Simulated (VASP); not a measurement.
# In (Fd-3m) in VASP: further runs

Runs on In. Level: PBE. Tasks: relaxation of cell and atoms, single point.

Program: VASP 6.6.1. These are calculated values, not measurements. Logs are shortened: lines on timing, memory, paths and dates and some standing lists are left out, and cuts for length are marked.

**1. The cell of the first run**

It takes space group Fd-3m (No. 227, cubic). The conventional cell has a = 6.560 Å, b = 6.560 Å, c = 6.560 Å, α = 90.00°, β = 90.00°, γ = 90.00°. Within 3.7 Å of In (site symmetry -43m) lie 4 In at 2.84 Å.

This isn't the form of In at room conditions, which is tetragonal.

**2. Relaxation of cell and atoms, PBE**

The input, INCAR:

```
SYSTEM = In
PREC = Accurate
ENCUT = 600
EDIFF = 1E-6
ISMEAR = -1
SIGMA = 0.1
LREAL = .False.
LASPH = .True.
NELM = 60
ALGO = Normal
ISIF = 3
LWAVE = .False.
LCHARG = .False.
GGA = PE
IBRION = 2
NSW = 80
EDIFFG = -0.01
```

The input, KPOINTS:

```
regular mesh
0
Gamma
  8 8 8
  0 0 0
```

The input, POSCAR:

```
In
1.0
    0.0000000000      3.2801942926      3.2801942926
    3.2801942926      0.0000000000      3.2801942926
    3.2801942926      3.2801942926      0.0000000000
In
2
Direct
    0.1250000000      0.1250000000      0.1250000000
    0.8750000000      0.8750000000      0.8750000000
```

Potentials or basis: VASP PAW PBE potentials, release 64 (In_d).

Started as:

```
$ cat potpaw_PBE.64/In_d/POTCAR > POTCAR
$ mpirun -np 1 vasp_std > vasp.out
```

OUTCAR:

```text
SYSTEM = In
   PREC = Accurate
   ENCUT = 600
   EDIFF = 1E-6
   ISMEAR = -1
   LREAL = .False.
   LASPH = .True.
   NELM = 60
   ISIF = 3
   GGA = PE
   IBRION = 2
   NSW = 80
   EDIFFG = -0.01

 ion  position               nearest neighbor table
   1  0.125  0.125  0.125-   2 2.84   2 2.84   2 2.84   2 2.84
   2  0.875  0.875  0.875-   1 2.84   1 2.84   1 2.84   1 2.84

  LATTYP: Found a face centered cubic cell.
 ALAT       =     6.5603885852

  Lattice vectors:

 A1 = (   0.0000000000,   3.2801942926,   3.2801942926)
 A2 = (   3.2801942926,   0.0000000000,   3.2801942926)
 A3 = (   3.2801942926,   3.2801942926,   0.0000000000)

Analysis of symmetry for initial positions (statically):
=====================================================================
 Subroutine PRICEL returns:
 Original cell was already a primitive cell.

 Routine SETGRP: Setting up the symmetry group for a
 face centered cubic supercell.

 Subroutine GETGRP returns: Found 48 space group operations
 (whereof 12 operations were pure point group operations)
 out of a pool of 48 trial point group operations.

The static configuration has the point symmetry D_3d.
 The point group associated with its full space group is O_h .

Analysis of symmetry for dynamics (positions and initial velocities):
=====================================================================
 Subroutine PRICEL returns:
 Original cell was already a primitive cell.

 Routine SETGRP: Setting up the symmetry group for a
 face centered cubic supercell.

 Subroutine GETGRP returns: Found 48 space group operations
 (whereof 12 operations were pure point group operations)
 out of a pool of 48 trial point group operations.

The dynamic configuration has the point symmetry D_3d.
 The point group associated with its full space group is O_h .

 Subroutine INISYM returns: Found 48 space group operations
 (whereof 12 operations are pure point group operations),
 and found     1 'primitive' translations

----------------------------------------------------------------------------------------

                                     Primitive cell

  volume of cell :      70.5876

  direct lattice vectors                    reciprocal lattice vectors
     0.000000000  3.280194293  3.280194293    -0.152429995  0.152429995  0.152429995
     3.280194293  0.000000000  3.280194293     0.152429995 -0.152429995  0.152429995
     3.280194293  3.280194293  0.000000000     0.152429995  0.152429995 -0.152429995

  length of vectors
[... 93 lines left out ...]
   NELECT =      26.0000    total number of electrons
   NUPDOWN=      -1.0000    fix difference up-down
   EMIN   =  10.00;   EMAX   =-10.00  energy-range for DOS
   EFERMI =   0.00;   METHOD = LEGACY
   ISMEAR =    -1;   SIGMA  =   0.10  broadening in eV -4-tet -1-fermi 0-gaus
   EFERMI_NEDOS =   21; number of points for ismear=-14 and -15
   IALGO  =     38    algorithm
   IMIX   =      4    mixing-type and parameters
     AMIX     =   0.40;   BMIX     =  1.00
     AMIX_MAG =   1.60;   BMIX_MAG =  1.00
  volume/ion in A,a.u.               =      35.29       238.17
  Fermi-wavevector in a.u.,A,eV,Ry     =   1.173518  2.217627 18.737185  1.377144
  Thomas-Fermi vector in A             =   2.309930
   LORBIT       =      0    0 simple, 1 ext, 2 COOP (PROOUT), +10 PAW based schemes
   GGA     = PE    functional components
   LHFCALC =     F    Hartree Fock is set to
   AEXX    =    0.0000 exact exchange contribution
   IVDW    =     0    specifies the selected vdW correction
   LEPSILON=     F    determine dielectric tensor
   LRPA    =     F    only Hartree local field effects (RPA)
 conjugate gradient relaxation of ions
 non-spin polarized calculation
  energy-cutoff  :      600.00
  volume of cell :       70.59
 maximum number of plane-waves:      2397
 NGX is ok and might be reduce to    40
   NGX = 19   NGY = 19   NGZ = 19

--------------------------------------- Ionic step        1  -------------------------------------------

 number of electron      25.9999997 magnetization

 Free energy of the ion-electron system (eV)
  ---------------------------------------------------
  ext. energy  EPLUGINS =         0.00000000
  ---------------------------------------------------
  free energy    TOTEN  =        -4.43398417 eV

  energy without entropy =       -4.38216702  energy(sigma->0) =       -4.40807560

------------------------ aborting loop because EDIFF is reached ----------------------------------------

  FORCE on cell =-STRESS in cart. coord.  units (eV):
  Direction    XX          YY          ZZ          XY          YZ          ZX
  --------------------------------------------------------------------------------------
  -------------------------------------------------------------------------------------
  Total        0.9219468      0.9219468      0.9219468     -0.0000000     -0.0000000      0.0000000
  in kB       20.9260725     20.9260725     20.9260725     -0.0000000     -0.0000000      0.0000000
  external PRESSURE =      20.9260725 kB  Pullay stress =       0.0000000 kB
[... 59 lines left out ...]
--------------------------------------- Ionic step        3  -------------------------------------------

 number of electron      26.0000007 magnetization

 Free energy of the ion-electron system (eV)
  ---------------------------------------------------
  ext. energy  EPLUGINS =         0.00000000
  ---------------------------------------------------
  free energy    TOTEN  =        -4.46685929 eV

  energy without entropy =       -4.40895493  energy(sigma->0) =       -4.43790711

 E-fermi :   3.6098     XC(G=0):  -8.2932

 val. band max:        3.5859873793   @ k =   0.5000   0.1250   0.0000
 cond. band min:       3.6587963142   @ k =  -0.2500   0.1250   0.0000
 fundamental gap:      0.0728089349
 Fermi energy:         3.6098407035

 k-point     1 :       0.0000    0.0000    0.0000
  band No.  band energies     occupation
      1     -10.9994      2.00000
      2     -10.9994      2.00000
      3     -10.9994      2.00000
      4     -10.9379      2.00000
      5     -10.9379      2.00000
      6     -10.5516      2.00000
[... 457 lines left out ...]
      4     -10.8238      2.00000
      5     -10.7972      2.00000
      6     -10.7006      2.00000
[... 9 lines left out ...]
     16       8.0351      0.00000
     17      10.0153      0.00000

 [... further k-points ...]

------------------------ aborting loop because EDIFF is reached ----------------------------------------

  FORCE on cell =-STRESS in cart. coord.  units (eV):
  Direction    XX          YY          ZZ          XY          YZ          ZX
  --------------------------------------------------------------------------------------
  -------------------------------------------------------------------------------------
  Total       -0.0199613     -0.0199613     -0.0199613      0.0000000     -0.0000000     -0.0000000
  in kB       -0.4201127     -0.4201127     -0.4201127      0.0000000     -0.0000000     -0.0000000
  external PRESSURE =      -0.4201127 kB  Pullay stress =       0.0000000 kB
[... 17 lines left out ...]
  FREE ENERGIE OF THE ION-ELECTRON SYSTEM (eV)
  ---------------------------------------------------
  free  energy   TOTEN  =        -4.4668592854 eV

  energy  without entropy=       -4.4089549316  energy(sigma->0) =       -4.43790711

 reached required accuracy - stopping structural energy minimisation
```

Wall time 2.1 min (1 thread of Intel Xeon 8259CL, shared host); peak memory 0.23 GiB.

Results:

```yaml
Free_energy: -4.4669 eV
Relaxed_volume: 38.06 Å³/atom
Relaxed_cell: a = 4.757 Å, b = 4.757 Å, c = 4.757 Å, α = 60.00°, β = 60.00°, γ = 60.00°
Space_group_after_relaxing_to_0.1_Å: Fd-3m (No. 227)
Energy_gained_by_relaxing: 16.4 meV/atom
Ionic_steps: 3
Pressure_after_relaxing: 0.0 GPa
Band_gap_on_the_k_mesh: zero (bands 13 and 14 overlap by 3.31 eV)
```

The path:
| step | energy change (eV) | largest force (eV/Å) | pressure (GPa) | volume (Å³) |
| --- | --- | --- | --- | --- |
| 1 | 0.0000 | 0.0000 | 2.09 | 70.59 |
| 2 | -0.0324 | 0.0000 | 0.21 | 75.40 |
| 3 | -0.0329 | 0.0000 | -0.04 | 76.13 |

Final structure:
```yaml
crystal:
  lattice:
    - [0.00000, 3.36383, 3.36383]
    - [3.36383, 0.00000, 3.36383]
    - [3.36383, 3.36383, 0.00000]
  atoms:
    - { symbol: In, position: [0.12500, 0.12500, 0.12500] }
    - { symbol: In, position: [0.87500, 0.87500, 0.87500] }
```

Caveat: spin-orbit coupling is left out, which moves the levels of the heavy elements.

**3. Single point, PBE (35.02 Å³/atom)**

This run uses another cell than the first one, of 35.02 Å³/atom.

The input, INCAR:

```
PREC = Accurate
ENCUT = 520
EDIFF = 1E-7
ISMEAR = -1
SIGMA = 0.1
LREAL = False
LASPH = True
NELM = 60
ALGO = Normal
ISIF = 2
LWAVE = False
LCHARG = True
GGA = PE
LELF = True
LVHAR = True
NBANDS = 20
```

The input, KPOINTS:

```
regular mesh
0
Gamma
  13 13 13
```

The input, POSCAR:

```
In
1.0
    0.0000000000      3.2716553846      3.2716553846
    3.2716553846      0.0000000000      3.2716553846
    3.2716553846      3.2716553846      0.0000000000
In
2
Direct
    0.1250000000      0.1250000000      0.1250000000
    0.8750000000      0.8750000000      0.8750000000
```

Potentials or basis: VASP PAW PBE potentials, release 64 (In_d).

Started as:

```
$ cat potpaw_PBE.64/In_d/POTCAR > POTCAR
$ mpirun -np 1 vasp_std > vasp.out
```

Wall time 2.3 min (1 thread of Intel Xeon 8259CL, shared host); peak memory 0.23 GiB.

The run converged. Its results:

| Property | Result |
| --- | --- |
| Free energy | -4.4277 eV |
| Pressure | 2.4 GPa |
| Band gap on the k mesh | zero (bands 13 and 14 overlap by 3.44 eV) |

Levels at points of the mesh, in eV from the Fermi level:
```tsv
k point	band 9	band 10	band 11	band 12	band 13	band 14	band 15	band 16	band 17	band 18
(0.00, 0.00, 0.00)	-14.08	-14.08	-8.19	2.49	2.49	2.49	2.67	4.15	4.15	4.15
```

Caveat: spin-orbit coupling is left out, which moves the levels of the heavy elements.

The gap in the log of VASP goes by the Fermi energy; the results here count the filled bands.